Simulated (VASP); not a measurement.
Input of a VASP 6.6.1 run:

File INCAR:

```
SYSTEM = AlCu
PREC = Accurate
ENCUT = 520
EDIFF = 1E-6
ISMEAR = 0
SIGMA = 0.15
LREAL = .FALSE.
LASPH = .TRUE.
NELM = 80
ALGO = Normal
ISIF = 2
LWAVE = .FALSE.
LCHARG = .FALSE.
GGA = PS
NBANDS = 14
```

File KPOINTS:

```
Automatic mesh
0
G
  16 16 16
  0 0 0
```

Contents of POSCAR:

```
AlCu
1.0
    2.9066309463      0.0000000000      0.0000000000
    0.0000000000      2.9066309463      0.0000000000
    0.0000000000      0.0000000000      2.9066309463
Al Cu
1 1
Direct
    0.0000000000      0.0000000000      0.0000000000
    0.5000000000      0.5000000000      0.5000000000
```

Potentials or basis: VASP PAW PBE potentials, release 64 (Al, Cu).

Run with:

```bash
$ cat potpaw_PBE.64/Al/POTCAR potpaw_PBE.64/Cu/POTCAR > POTCAR
$ mpirun -np 1 vasp_std > vasp.out
```

What does it give for the band gap on the k mesh?

Zero (bands 7 and 8 overlap by 4.93 eV).

Estimate the pressure.

8.3 GPa.

Caveat: the cell differs from its parent crystal (the cell strained); the cell stands under pressure; the PAW data sets were made with another functional, which shifts forces and pressure a little.
